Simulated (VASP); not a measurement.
Input of a VASP 6.6.1 run:

Contents of INCAR:

```
SYSTEM = LiF
PREC = Accurate ; ENCUT = 520
EDIFF = 1E-6 ; ISMEAR = 0
SIGMA = 0.05 ; LREAL = .False.
LASPH = .True. ; NELM = 60
ALGO = Normal ; ISIF = 2
LWAVE = .False. ; LCHARG = .False.
GGA = PE ; NBANDS = 18
```

File KPOINTS:

```
regular mesh
0
Gamma
  9 9 6
  0 0 0
```

The input POSCAR:

```
LiF
1.0
    2.9494245927      0.0000000000      0.0000000000
   -1.4747122963      2.5542766239      0.0000000000
    0.0000000000      0.0000000000      4.6251175930
Li F
2 2
Direct
    0.3333333333      0.6666666667      0.3810713234
    0.6666666667      0.3333333333      0.8810713234
    0.3333333333      0.6666666667      0.9939266766
    0.6666666667      0.3333333333      0.4939266766
```

Potentials or basis: VASP PAW PBE potentials, release 64 (Li_sv, F).

Run with:

```bash
$ cat potpaw_PBE.64/Li_sv/POTCAR potpaw_PBE.64/F/POTCAR > POTCAR
$ mpirun -np 1 vasp_std > vasp.out
```

(1) Predict the largest force.

(2) Predict the band gap on the k mesh.

Answers

(1) 0.029 eV/Å.

(2) 8.55 eV, direct.
